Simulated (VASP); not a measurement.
# Zn (Im-3m) in VASP: single point with PBE

Aim: the single point of Zn with PBE.

Everything below comes from runs of VASP 6.6.1. Logs are shortened: lines on timing, memory, paths and dates and some standing lists are left out, and cuts for length are marked.

**1. The cell of the first run**

Symmetry: Im-3m, No. 229, cubic system. The conventional cell has a = 3.138 Å, b = 3.138 Å, c = 3.138 Å, α = 90.00°, β = 90.00°, γ = 90.00°. Zn (site symmetry m-3m) has 14 Zn at 2.72 to 3.14 Å within 3.6 Å.

**2. Single point, PBE**

File INCAR:

```
SYSTEM = Zn
  PREC = Accurate
  ENCUT = 500
  EDIFF = 1E-6
  ISMEAR = 0
  SIGMA = 0.15
  LREAL = .FALSE.
  LASPH = .TRUE.
  NELM = 120
  ALGO = Normal
  ISIF = 2
  LWAVE = .FALSE.
  LCHARG = .FALSE.
  GGA = PE
  NBANDS = 12
  GGA_COMPAT = .FALSE.
```

File KPOINTS:

```
Automatic mesh
0
G
  10 10 10
  0 0 0
```

File POSCAR:

```
Zn
1.0
   -1.5690370000      1.5690370000      1.5690370000
    1.5690370000     -1.5690370000      1.5690370000
    1.5690370000      1.5690370000     -1.5690370000
Zn
1
Direct
    0.0000000000      0.0000000000      0.0000000000
```

Potentials or basis: VASP PAW PBE potentials, release 64 (Zn).

Launch:

```bash
> cat potpaw_PBE.64/Zn/POTCAR > POTCAR
> mpirun -np 1 vasp_std > vasp.out
```

OUTCAR:

```text
SYSTEM = Zn
   PREC = Accurate
   ENCUT = 500
   EDIFF = 1E-6
   ISMEAR = 0
   LREAL = .FALSE.
   LASPH = .TRUE.
   NELM = 120
   ISIF = 2
   GGA = PE

 ion  position               nearest neighbor table
   1  0.000  0.000  0.000-

  LATTYP: Found a body centered cubic cell.
 ALAT       =     3.1380740000

  Lattice vectors:

 A1 = (  -1.5690370000,   1.5690370000,   1.5690370000)
 A2 = (   1.5690370000,  -1.5690370000,   1.5690370000)
 A3 = (   1.5690370000,   1.5690370000,  -1.5690370000)

Analysis of symmetry for initial positions (statically):
=====================================================================
 Subroutine PRICEL returns:
 Original cell was already a primitive cell.

 Routine SETGRP: Setting up the symmetry group for a
 body centered cubic supercell.

 Subroutine GETGRP returns: Found 48 space group operations
 (whereof 48 operations were pure point group operations)
 out of a pool of 48 trial point group operations.

The static configuration has the point symmetry O_h .

Analysis of symmetry for dynamics (positions and initial velocities):
=====================================================================
 Subroutine PRICEL returns:
 Original cell was already a primitive cell.

 Routine SETGRP: Setting up the symmetry group for a
 body centered cubic supercell.

 Subroutine GETGRP returns: Found 48 space group operations
 (whereof 48 operations were pure point group operations)
 out of a pool of 48 trial point group operations.

The dynamic configuration has the point symmetry O_h .

 Subroutine INISYM returns: Found 48 space group operations
 (whereof 48 operations are pure point group operations),
 and found     1 'primitive' translations

----------------------------------------------------------------------------------------

                                     Primitive cell

  volume of cell :      15.4511

  direct lattice vectors                    reciprocal lattice vectors
    -1.569037000  1.569037000  1.569037000     0.000000000  0.318666800  0.318666800
     1.569037000 -1.569037000  1.569037000     0.318666800  0.000000000  0.318666800
     1.569037000  1.569037000 -1.569037000     0.318666800  0.318666800  0.000000000

  length of vectors
     2.717651803  2.717651803  2.717651803     0.450662911  0.450662911  0.450662911

  position of ions in fractional coordinates (direct lattice)
     0.000000000  0.000000000  0.000000000

  ion indices of the primitive-cell ions
   primitive index   ion index
                 1           1

----------------------------------------------------------------------------------------

 KPOINTS: Automatic mesh

Automatic generation of k-mesh.
 Grid dimensions read from file:
 generate k-points for:   10   10   10

 Generating k-lattice:

  Cartesian coordinates                     Fractional coordinates (reciprocal lattice)
     0.000000000  0.031866680  0.031866680     0.100000000  0.000000000  0.000000000
     0.031866680  0.000000000  0.031866680     0.000000000  0.100000000  0.000000000
     0.031866680  0.031866680  0.000000000     0.000000000  0.000000000  0.100000000

  Length of vectors
     0.045066291  0.045066291  0.045066291

  Shift w.r.t. Gamma in fractional coordinates (k-lattice)
     0.000000000  0.000000000  0.000000000

 Subroutine IBZKPT returns following result:
 ===========================================

 Found     47 irreducible k-points:

 Following reciprocal coordinates:
            Coordinates               Weight
  0.000000  0.000000  0.000000      1.000000
  0.100000  0.000000  0.000000     12.000000
  0.200000  0.000000  0.000000     12.000000
  0.300000  0.000000  0.000000     12.000000
  0.400000  0.000000  0.000000     12.000000
  0.500000  0.000000  0.000000      6.000000
[... 16 lines left out ...]
  0.300000  0.300000  0.100000      8.000000
 -0.300000  0.300000  0.100000     24.000000
 [... further k-points ...]
   k-points           NKPTS =     47   k-points in BZ     NKDIM =     47   number of bands    NBANDS=     12
   number of dos      NEDOS =    301   number of ions     NIONS =      1
   total plane-waves  NPLWV =   8000
   dimension x,y,z NGX =    20 NGY =   20 NGZ =   20
   dimension x,y,z NGXF=    40 NGYF=   40 NGZF=   40
   ions per type =               1
   NGX,Y,Z   is equivalent  to a cutoff of  12.23, 12.23, 12.23 a.u.
   NGXF,Y,Z  is equivalent  to a cutoff of  24.47, 24.47, 24.47 a.u.
 SYSTEM =  Zn
   PREC   = accura    normal or accurate (medium, high low for compatibility)
   ISTART =      0    job   : 0-new  1-cont  2-samecut
   ICHARG =      2    charge: 1-file 2-atom 10-const
   ISPIN  =      1    spin polarized calculation?
   LNONCOLLINEAR =      F non collinear calculations
   LSORBIT =      F    spin-orbit coupling
   LASPH  =      T    aspherical Exc in radial PAW
   ENCUT  =  500.0 eV  36.75 Ry    6.06 a.u.   4.95  4.95  4.95*2*pi/ulx,y,z
   NELM   =    120;   NELMIN=  2; NELMDL= -5     # of ELM steps
   EDIFF  = 0.1E-05   stopping-criterion for ELM
   LREAL  =      F    real-space projection
   EDIFFG = 0.1E-04   stopping-criterion for IOM
   NSW    =      0    number of steps for IOM
   IBRION =     -1    ionic relax: 0-MD 1-quasi-New 2-CG
   NFREE  =      0    steps in history (QN), initial steepest desc. (CG)
   ISIF   =      2    stress and relaxation
   ISYM   =      2    0-nonsym 1-usesym 2-fastsym
   POTIM  = 0.5000    time-step for ionic-motion
   TEBEG  =    0.0;   TEEND  =   0.0 temperature during run
   PSTRESS=    0.0 pullay stress
   NELECT =      12.0000    total number of electrons
   NUPDOWN=      -1.0000    fix difference up-down
   EMIN   =  10.00;   EMAX   =-10.00  energy-range for DOS
   EFERMI =   0.00;   METHOD = LEGACY
   ISMEAR =     0;   SIGMA  =   0.15  broadening in eV -4-tet -1-fermi 0-gaus
   EFERMI_NEDOS =   21; number of points for ismear=-14 and -15
   IALGO  =     38    algorithm
   IMIX   =      4    mixing-type and parameters
     AMIX     =   0.40;   BMIX     =  1.00
     AMIX_MAG =   1.60;   BMIX_MAG =  1.00
  volume/ion in A,a.u.               =      15.45       104.27
  Fermi-wavevector in a.u.,A,eV,Ry     =   1.504811  2.843681 30.809811  2.264457
  Thomas-Fermi vector in A             =   2.615742
   LORBIT       =      0    0 simple, 1 ext, 2 COOP (PROOUT), +10 PAW based schemes
   GGA     = PE    functional components
   LHFCALC =     F    Hartree Fock is set to
   AEXX    =    0.0000 exact exchange contribution
   IVDW    =     0    specifies the selected vdW correction
   LEPSILON=     F    determine dielectric tensor
   LRPA    =     F    only Hartree local field effects (RPA)
 non-spin polarized calculation
 Gauss-broadening in eV      SIGMA  =   0.15
  energy-cutoff  :      500.00
  volume of cell :       15.45
 maximum number of plane-waves:       406
   NGX =  9   NGY =  9   NGZ =  9

 number of electron      12.0000023 magnetization

 Free energy of the ion-electron system (eV)
  ---------------------------------------------------
  ext. energy  EPLUGINS =         0.00000000
  ---------------------------------------------------
  free energy    TOTEN  =        -1.03408165 eV

  energy without entropy =       -1.02948650  energy(sigma->0) =       -1.03178408

 E-fermi :   3.2764     XC(G=0): -11.4834

 val. band max:        2.9419157309   @ k =  -0.4000  -0.4000   0.1000
 cond. band min:       3.2812460114   @ k =  -0.4000   0.4000   0.4000
 fundamental gap:      0.3393302805
 Fermi energy:         3.2763909286

 k-point     1 :       0.0000    0.0000    0.0000
  band No.  band energies     occupation
      1      -7.2485      2.00000
      2      -4.6655      2.00000
      3      -4.6655      2.00000
      4      -4.6655      2.00000
      5      -4.1690      2.00000
      6      -4.1690      2.00000
      7      22.0506      0.00000
      8      22.0506      0.00000
      9      22.0506      0.00000
     10      23.8001      0.00000
     11      23.8001      0.00000
     12      23.8001      0.00000

 k-point     2 :       0.1000    0.0000    0.0000
  band No.  band energies     occupation
      1      -6.9352      2.00000
      2      -4.6943      2.00000
      3      -4.6579      2.00000
      4      -4.5927      2.00000
      5      -4.1946      2.00000
      6      -4.1671      2.00000
      7      18.4588      0.00000
      8      20.2334      0.00000
      9      20.7878      0.00000
     10      22.1346      0.00000
     11      22.2598      0.00000
     12      23.6119      0.00000

 k-point     3 :       0.2000    0.0000    0.0000
  band No.  band energies     occupation
      1      -6.0693      2.00000
      2      -4.7694      2.00000
      3      -4.5881      2.00000
      4      -4.3966      2.00000
      5      -4.2330      2.00000
      6      -4.1612      2.00000
      7      13.4737      0.00000
      8      17.8667      0.00000
      9      18.7309      0.00000
     10      20.4479      0.00000
     11      21.1668      0.00000
     12      24.5691      0.00000

 k-point     4 :       0.3000    0.0000    0.0000
  band No.  band energies     occupation
      1      -5.3334      2.00000
      2      -4.8617      2.00000
      3      -4.2340      2.00000
      4      -4.1515      2.00000
      5      -4.1416      2.00000
      6      -3.7990      2.00000
      7       8.8994      0.00000
      8      15.9852      0.00000
      9      17.1048      0.00000
     10      19.2664      0.00000
     11      20.3733      0.00000
     12      26.2785      0.00000

 k-point     5 :       0.4000    0.0000    0.0000
  band No.  band energies     occupation
      1      -5.2800      2.00000
      2      -4.9359      2.00000
      3      -4.2082      2.00000
      4      -4.1416      2.00000
      5      -3.9237      2.00000
      6      -1.7239      2.00000
      7       4.8778      0.00000
      8      14.7777      0.00000
      9      16.0909      0.00000
     10      18.5747      0.00000
     11      19.9199      0.00000
     12      28.5830      0.00000
[... 228 lines left out ...]
      1      -4.9987      2.00000
      2      -4.8588      2.00000
      3      -4.4408      2.00000
      4      -4.1594      2.00000
      5      -4.1247      2.00000
      6       1.3242      2.00000
      7       4.5010      0.00000
      8       7.5607      0.00000
      9      10.6445      0.00000
     10      26.2363      0.00000
     11      28.8445      0.00000
     12      29.5552      0.00000

 k-point    22 :      -0.2000    0.2000    0.1000
  band No.  band energies     occupation
      1      -5.7938      2.00000
      2      -4.6991      2.00000
      3      -4.5928      2.00000
      4      -4.4119      2.00000
      5      -4.3320      2.00000
      6      -4.0526      2.00000
      7      13.7295      0.00000
      8      16.0578      0.00000
      9      17.3053      0.00000
     10      19.6620      0.00000
     11      22.7485      0.00000
     12      23.8003      0.00000

 k-point    23 :       0.3000    0.3000    0.1000
  band No.  band energies     occupation
      1      -4.9926      2.00000
      2      -4.6551      2.00000
      3      -4.6551      2.00000
      4      -4.1357      2.00000
      5      -4.1357      2.00000
      6       4.1374      0.00000
      7       4.1374      0.00000
      8       4.2348      0.00000
      9      10.3363      0.00000
     10      28.4826      0.00000
     11      28.4826      0.00000
     12      29.7077      0.00000

 k-point    24 :      -0.3000    0.3000    0.1000
  band No.  band energies     occupation
      1      -5.1803      2.00000
      2      -4.7832      2.00000
      3      -4.4049      2.00000
      4      -4.2692      2.00000
      5      -4.1544      2.00000
      6      -3.3982      2.00000
      7       9.1816      0.00000
      8      14.3255      0.00000
      9      15.8767      0.00000
     10      20.6303      0.00000
     11      21.4282      0.00000
     12      23.4968      0.00000

 [... further k-points ...]

------------------------ aborting loop because EDIFF is reached ----------------------------------------

  FORCE on cell =-STRESS in cart. coord.  units (eV):
  Direction    XX          YY          ZZ          XY          YZ          ZX
  --------------------------------------------------------------------------------------
  -------------------------------------------------------------------------------------
  Total        0.0007107      0.0007107      0.0007107     -0.0000000      0.0000000     -0.0000000
  in kB        0.0736976      0.0736976      0.0736976     -0.0000000      0.0000000     -0.0000000
  external PRESSURE =       0.0736976 kB  Pullay stress =       0.0000000 kB

 VOLUME and BASIS-vectors are now :
 -----------------------------------------------------------------------------
  energy-cutoff  :      500.00
  volume of cell :       15.45
      direct lattice vectors                 reciprocal lattice vectors
    -1.569037000  1.569037000  1.569037000     0.000000000  0.318666800  0.318666800
     1.569037000 -1.569037000  1.569037000     0.318666800  0.000000000  0.318666800
     1.569037000  1.569037000 -1.569037000     0.318666800  0.318666800  0.000000000

 POSITION                                       TOTAL-FORCE (eV/Angst)
 -----------------------------------------------------------------------------------
      0.00000      0.00000      0.00000        -0.000000      0.000000     -0.000000
 -----------------------------------------------------------------------------------
    total drift:                                0.000000     -0.000000      0.000000

  FREE ENERGIE OF THE ION-ELECTRON SYSTEM (eV)
  ---------------------------------------------------
  free  energy   TOTEN  =        -1.0340816528 eV

  energy  without entropy=       -1.0294865020  energy(sigma->0) =       -1.03178408
```

It took 4.6 s on 1 thread of Intel Xeon Platinum 8559C (Emerald Rapids), shared host; peak memory 0.12 GiB.

Results:

```yaml
Free_energy: -1.0341 eV
Pressure: 0.0 GPa
Band_gap_on_the_k_mesh: zero (band 6 reaches 7.27 eV, above the bottom of band 7 at 2.09 eV)
```
